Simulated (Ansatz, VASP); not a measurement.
**Two plane-wave programs on RbBr**

INCAR

```
PREC = Accurate
ENCUT = 600
EDIFF = 1E-6
ISMEAR = 0
SIGMA = 0.01
LREAL = False
LASPH = True
NELM = 60
ALGO = Normal
ISIF = 3
LWAVE = False
LCHARG = False
GGA = PS
IBRION = 2
NSW = 80
EDIFFG = -0.001
```

Contents of KPOINTS:

```
Automatic mesh
0
Gamma
  6 6 6
```

File POSCAR:

```
RbBr
1.0
    0.0000000000      3.4252093797      3.4252093797
    3.4252093797      0.0000000000      3.4252093797
    3.4252093797      3.4252093797      0.0000000000
Rb Br
1 1
Direct
    0.0000000000      0.0000000000      0.0000000000
    0.5000000000      0.5000000000      0.5000000000
```

Input for Ansatz:

```yaml
crystal:
  lattice:
    - [0.0, 3.4252093797, 3.4252093797]
    - [3.4252093797, 0.0, 3.4252093797]
    - [3.4252093797, 3.4252093797, 0.0]
  atoms:
    - { symbol: Rb, position: [0.0, 0.0, 0.0] }
    - { symbol: Br, position: [0.5, 0.5, 0.5] }
basis:
  ecutwfc: 420
kpoints:
  mp_grid: { grid: [6, 6, 6] }
hamiltonian:
  xc: pbesol
scf:
  occupations: { method: fixed }
output:
  forces: true
  stress: true
  eigenvalues: true
  write_density: true
  write_potential: true
  elf: true
  volumetric_format: npy
relax:
  adjacent_minimum: "off"
  f_tol: 0.001
  max_steps: 60
  cell: { stress_tol: 0.01 }
```

Alike in both runs: task relaxation of cell and atoms; functional PBEsol; k mesh 6 × 6 × 6; no spin polarisation.

```csv
,VASP,Ansatz
version,VASP 6.6.1,Ansatz 0.2.0
potentials or method,"VASP PAW PBE potentials, release 64 (Rb_sv, Br), cutoff 600 eV","scalar-relativistic, plane waves, PAW"
occupations,"gaussian, width 0.01 eV",fixed
valence electrons in the cell,16,16
```

Ansatz gave:

| Item | Value |
| --- | --- |
| gap on the k mesh at the Fermi level, each at its own relaxed structure (eV) | 4.22 |
| relaxed volume (Å³/atom) | 40.08 |
| relaxed cell length with the largest relative difference (Å) | 4.840 |

Estimate VASP's values.

gap on the k mesh at the Fermi level, each at its own relaxed structure (eV): 4.21; relaxed volume (Å³/atom): 40.18; relaxed cell length with the largest relative difference (Å): 4.844.

VASP's potentials were made for PBE, not for PBEsol.

Noted on VASP's run: the relaxation stopped at its first step, so nothing moved.
